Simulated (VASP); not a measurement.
A run of VASP 6.6.1 is set up as follows.

The input INCAR:

```
SYSTEM = ZrO2
PREC = Accurate
ENCUT = 600
EDIFF = 1E-6
ISMEAR = 0
SIGMA = 0.01
LREAL = .False.
LASPH = .True.
NELM = 120
ALGO = Normal
ISIF = 2
LWAVE = .False.
LCHARG = .False.
GGA = CA
NBANDS = 19
GGA_COMPAT = .False.
```

File KPOINTS:

```
regular mesh
0
Gamma
  5 5 5
  0 0 0
```

Contents of POSCAR:

```
ZrO2
1.0
    3.5850310000      0.0000000000      0.0000000000
    1.7925155000      3.1047279194      0.0000000000
    1.7925155000      1.0349093065      2.9271655540
Zr O
1 2
Direct
    0.0000000000      0.0000000000      0.0000000000
    0.2500000000      0.2500000000      0.2500000000
    0.7500000000      0.7500000000      0.7500000000
```

Potentials or basis: VASP PAW LDA potentials, release 64 (Zr_sv, O).

Command:

```console
$ cat potpaw_LDA.64/Zr_sv/POTCAR potpaw_LDA.64/O/POTCAR > POTCAR
$ mpirun -np 1 vasp_std > vasp.out
```

Problem. What does it give for the band gap on the k mesh?

Solution. 3.46 eV, indirect (least direct gap 3.81 eV).

Problem. Estimate the pressure.

Solution. -6.1 GPa.

Caveat: the k points lie up to 0.43 Å⁻¹ apart. A hybrid or GW would open this gap; LDA tends to underestimate it.
